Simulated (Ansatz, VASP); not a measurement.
# One calculation of Ru, two programs

Contents of INCAR:

```
SYSTEM = Ru
ALGO = Normal ; EDIFF = 1E-6
ENCUT = 500 ; GGA = CA
GGA_COMPAT = .False. ; ISIF = 2
ISMEAR = -1 ; LASPH = .True.
LCHARG = .False. ; LREAL = .False.
LWAVE = .False. ; NBANDS = 21
NELM = 120 ; PREC = Accurate
SIGMA = 0.0816
```

Contents of KPOINTS:

```
k-points
0
Gamma
  11 11 6
  0 0 0
```

Contents of POSCAR:

```
Ru
1.0
    2.6974396414      0.0000000000      0.0000000000
   -1.3487198207      2.3360512546      0.0000000000
    0.0000000000      0.0000000000      4.3698522191
Ru
2
Direct
    0.3333333330      0.6666666670      0.2500000000
    0.6666666670      0.3333333330      0.7500000000
```

Input for Ansatz:

```yaml
crystal:
  lattice:
    - [2.6974396414, 0.0, 0.0]
    - [-1.3487198207, 2.3360512546, 0.0]
    - [0.0, 0.0, 4.3698522191]
  atoms:
    - { symbol: Ru, position: [0.333333333, 0.666666667, 0.25] }
    - { symbol: Ru, position: [0.666666667, 0.333333333, 0.75] }
kpoints:
  mp_grid: { grid: [11, 11, 6] }
scf:
  occupations: { method: fermi_dirac, width: 0.0816 }
hamiltonian:
  xc: lda
  pseudopotentials: { kind: paw }
output:
  forces: true
  stress: true
  eigenvalues: true
  core_levels:
    shells: { Ru: ["2p"] }
    counted_from: fermi_level
    add_spin: false
```

Alike in both runs: task single point; functional LDA; k mesh 11 × 11 × 6; occupations fermi-dirac, width 0.0816 eV; no spin polarisation.

|  | VASP | Ansatz |
| --- | --- | --- |
| version | VASP 6.6.1 | Ansatz 0.2.0 |
| potentials or method | VASP PAW LDA potentials, release 64 (Ru_pv) | PAW with Ansatz's default frozen-core files, scalar-relativistic |
| plane-wave cutoff (eV) | 500 | 420 |
| valence electrons in the cell | 28 | 32 |

Ansatz gave:

* pressure (GPa): -16.4
* traceless stress, the component that is largest in VASP (GPa): -7.53

What did VASP give for the same quantities?

Pressure (GPa): -15.6; traceless stress, the component that is largest in VASP (GPa): -7.51.

LDA's correlation is that of Perdew and Zunger in VASP and of Perdew and Wang (1992) in Ansatz. VASP's potentials hold 28 valence electrons a cell and Ansatz's 32, so a difference there can come from the potentials and not from the codes.
